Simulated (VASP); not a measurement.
Input of a VASP 6.6.1 run:

Contents of INCAR:

```
PREC = Accurate
ENCUT = 500
EDIFF = 1E-6
ISMEAR = 0
SIGMA = 0.1
LREAL = False
LASPH = True
NELM = 120
ALGO = Normal
ISIF = 2
LWAVE = False
LCHARG = False
GGA = PE
NBANDS = 13
GGA_COMPAT = False
```

The input KPOINTS:

```
Automatic mesh
0
Gamma
  8 8 8
```

Contents of POSCAR:

```
Mo
1.0
    0.0000000000      2.0290116138      2.0290116138
    2.0290116138      0.0000000000      2.0290116138
    2.0290116138      2.0290116138      0.0000000000
Mo
1
Direct
    0.0000000000      0.0000000000      0.0000000000
```

Potentials or basis: VASP PAW PBE potentials, release 64 (Mo_sv).

Launch:

```console
$ cat potpaw_PBE.64/Mo_sv/POTCAR > POTCAR
$ mpirun -np 1 vasp_std > vasp.out
```

(1) Predict the pressure.

(2) What does it give for the band gap on the k mesh?

Results:

(1) -8.5 GPa.

(2) zero (band 7 reaches 14.91 eV, above the bottom of band 8 at 10.50 eV).
